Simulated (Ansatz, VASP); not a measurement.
## SiO2: VASP beside Ansatz

Contents of POSCAR:

```
SiO2
1.0
   -2.3740500000      2.3740500000      3.7440000000
    2.3740500000     -2.3740500000      3.7440000000
    2.3740500000      2.3740500000     -3.7440000000
Si O
2 4
Direct
    0.0000000000      0.0000000000      0.0000000000
    0.7500000000      0.2500000000      0.5000000000
    0.9983800000      0.6250000000      0.8733800000
    0.3750000000      0.2483800000      0.3733800000
    0.7516200000      0.1250000000      0.1266200000
    0.8750000000      0.0016200000      0.6266200000
```

The input INCAR.step1:

```
SYSTEM = SiO2
PREC = Accurate
ENCUT = 520
ISMEAR = 0
SIGMA = 0.1
LREAL = .False.
LASPH = .True.
NELM = 100
NBANDS = 25
GGA = PE
ALGO = Normal
EDIFF = 1E-4
LWAVE = .True.
LCHARG = .False.
```

Contents of INCAR.step2:

```
SYSTEM = SiO2
PREC = Accurate
ENCUT = 520
EDIFF = 1E-6
ISMEAR = 0
SIGMA = 0.1
LREAL = .False.
LASPH = .True.
NELM = 100
ALGO = Normal
ISIF = 2
LWAVE = .False.
LCHARG = .False.
METAGGA = R2SCAN
LMIXTAU = .True.
NBANDS = 25
ISTART = 1
```

File KPOINTS:

```
Automatic mesh
0
Gamma
  6 6 6
  0 0 0
```

Input for Ansatz:

```yaml
crystal:
  lattice:
    - [-2.37405, 2.37405, 3.744]
    - [2.37405, -2.37405, 3.744]
    - [2.37405, 2.37405, -3.744]
  atoms:
    - { symbol: Si, position: [0.0, 0.0, 0.0] }
    - { symbol: Si, position: [0.75, 0.25, 0.5] }
    - { symbol: O, position: [0.99838, 0.625, 0.87338] }
    - { symbol: O, position: [0.375, 0.24838, 0.37338] }
    - { symbol: O, position: [0.75162, 0.125, 0.12662] }
    - { symbol: O, position: [0.875, 0.00162, 0.62662] }
basis:
  ecutwfc: 500
kpoints:
  mp_grid: { grid: [6, 6, 6] }
hamiltonian:
  xc: r2scan
scf:
  occupations: { method: gaussian, width: 0.1 }
output:
  forces: true
  stress: true
  eigenvalues: true
```

Alike in both runs: task single point; functional r2SCAN; k mesh 6 × 6 × 6; occupations gaussian, width 0.1 eV; no spin polarisation.

|  | VASP | Ansatz |
| --- | --- | --- |
| version | VASP 6.6.1 | Ansatz 0.2.0 |
| potentials or method | VASP PAW PBE potentials, release 64 (Si, O), cutoff 520 eV | scalar-relativistic, plane waves, PAW |
| valence electrons in the cell | 32 | 32 |

```tsv
	VASP	Ansatz	Ansatz less VASP
gap on the k mesh at the Fermi level (eV)	6.69	6.70	+0.001
least direct gap on the mesh (eV)	6.69	6.70	+0.001
pressure (GPa)	-1.1	-1.3	-0.23
traceless stress, the component that is largest in VASP (GPa)	-1.30	-1.36	-0.059
rms of the force components (eV/Å)	0.088	0.091	+0.0026
```

VASP's potentials were made for PBE, not for r2SCAN. Atom by atom the forces differ by 0.003 eV/Å (rms over components).
